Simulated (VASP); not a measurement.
## Sb: single point with PBEsol

The system is Sb.

```
Sb
1.0
    -1.54485    1.49525    2.48000
     1.49525   -1.54485    2.48000
     1.51475    1.51475   -2.51010
Sb
1
Direct
  0.00000 0.00000 0.00000
```

This cell differs from its parent crystal: equal xy, yz and zx shear strains of -2 %.

```json
{
  "Program": "VASP 6.6.1",
  "Task": "single point",
  "Functional": "PBEsol",
  "Potentials or basis": "VASP PAW PBE potentials, release 64 (Sb)",
  "Cutoff": "520 eV",
  "k mesh": "13 × 13 × 15",
  "Occupations": "fermi-dirac, width 0.03 eV",
  "Spin": "no spin polarisation",
  "Dipole correction": "no",
  "Further INCAR settings": "ALGO = Normal; EDIFF = 1e-06; NBANDS = 8"
}
```

The pressure is 15.4 GPa and the band gap on the k mesh is zero (an odd number of electrons rules out a gap without spin polarisation).

Stress tensor (GPa, compression positive):
```
16.20 -0.73 -0.23
-0.73 16.20 -0.23
-0.23 -0.23 13.89
```

Levels at points of the mesh, in eV from the Fermi level:
```tsv
k point	band 1	band 2	band 3	band 4	band 5	band 6	band 7	band 8
(0.00, 0.00, 0.00)	-14.53	6.33	6.77	6.91	10.09	10.52	11.09	11.34
```

Run time: 26 s on 1 thread of Intel(R) Xeon(R) 6975P-C (Granite Rapids), with other jobs on the host, peak memory 0.24 GiB.

Caveat: the cell differs from its parent crystal (equal xy, yz and zx shear strains of -2 %); the cell stands under pressure; the PAW data sets were made with another functional, which shifts forces and pressure a little; spin-orbit coupling is left out, which moves the levels of the heavy elements.
